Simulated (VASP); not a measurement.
A run of VASP 6.6.1:

The input POSCAR:

```
Ge
1.0
    0.0000000000      2.8606705585      2.8606705585
    2.8606705585      0.0000000000      2.8606705585
    2.8606705585      2.8606705585      0.0000000000
Ge
2
Direct
    0.0000000000      0.0000000000      0.0000000000
    0.2500000000      0.2500000000      0.2500000000
```

Contents of INCAR.step1:

```
ALGO = Normal
EDIFF = 1E-5
ENCUT = 520
GGA = PE
ISIF = 2
ISMEAR = -1
LASPH = T
LCHARG = F
LREAL = F
LWAVE = T
NBANDS = 21
NELM = 60
PREC = Accurate
SIGMA = 0.05
```

INCAR.step2

```
ALGO = Normal
EDIFF = 1E-7
ENCUT = 520
GGA = PE
HFSCREEN = 0.2079
ISIF = 2
ISMEAR = -1
ISTART = 1
LASPH = T
LCHARG = F
LHFCALC = T
LREAL = F
LWAVE = F
NBANDS = 21
NELM = 60
PREC = Accurate
PRECFOCK = Normal
SIGMA = 0.05
```

File KPOINTS:

```
k-points
0
Gamma
  4 4 4
```

Potentials or basis: VASP PAW PBE potentials, release 64 (Ge_d).

Launch:

```bash
$ cat potpaw_PBE.64/Ge_d/POTCAR > POTCAR
$ cp INCAR.step1 INCAR
$ mpirun -np 1 vasp_std > vasp.out
$ cp INCAR.step2 INCAR
$ mpirun -np 1 vasp_std > vasp.out
```

Hardware: 1 thread of Intel Xeon 8259CL (shared host).

Question: How long does it take, and how much memory?

Answer: Run time: 42 min on 1 thread of Intel Xeon 8259CL, on a shared host, peak memory 0.27 GiB. Counts: k points 8.
